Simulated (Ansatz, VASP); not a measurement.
# Zr3Si in VASP and in Ansatz

```
Zr Si
1.0
     6.11738    0.00000    0.00000
    -3.05869    5.29781    0.00000
     0.00000    0.00000    4.97109
Zr Si
6 2
Direct
  0.34547 0.17273 0.75000
  0.82727 0.17273 0.75000
  0.82727 0.65453 0.75000
  0.65453 0.82727 0.25000
  0.17273 0.82727 0.25000
  0.17273 0.34547 0.25000
  0.66667 0.33333 0.25000
  0.33333 0.66667 0.75000
```

Alike in both runs: task single point; functional r2SCAN; k mesh 3 × 3 × 4; occupations gaussian, width 0.1 eV; no spin polarisation.

|  | VASP | Ansatz |
| --- | --- | --- |
| version | VASP 6.6.1 | Ansatz 0.2.0 |
| potentials or method | VASP PAW PBE potentials, release 64 (Zr_sv, Si), cutoff 520 eV | scalar-relativistic, plane waves, PAW |
| valence electrons in the cell | 80 | 80 |

```csv
,VASP,Ansatz,Ansatz less VASP
gap on the k mesh at the Fermi level (eV),none,none,-
pressure (GPa),-1.2,-1.2,-0.01
"traceless stress, the component that is largest in VASP (GPa)",-1.82,-1.78,+0.033
rms of the force components (eV/Å),0.019,0.023,+0.0048
```

VASP's potentials were made for PBE, not for r2SCAN. Atom by atom the forces differ by 0.005 eV/Å (rms over components). A gap of «none» marks a metal or a gap that the smearing closes. With one functional, cell and mesh, what is left measures potentials, basis and numerics.

The k mesh is coarse, so the values compare programs but aren't converged.
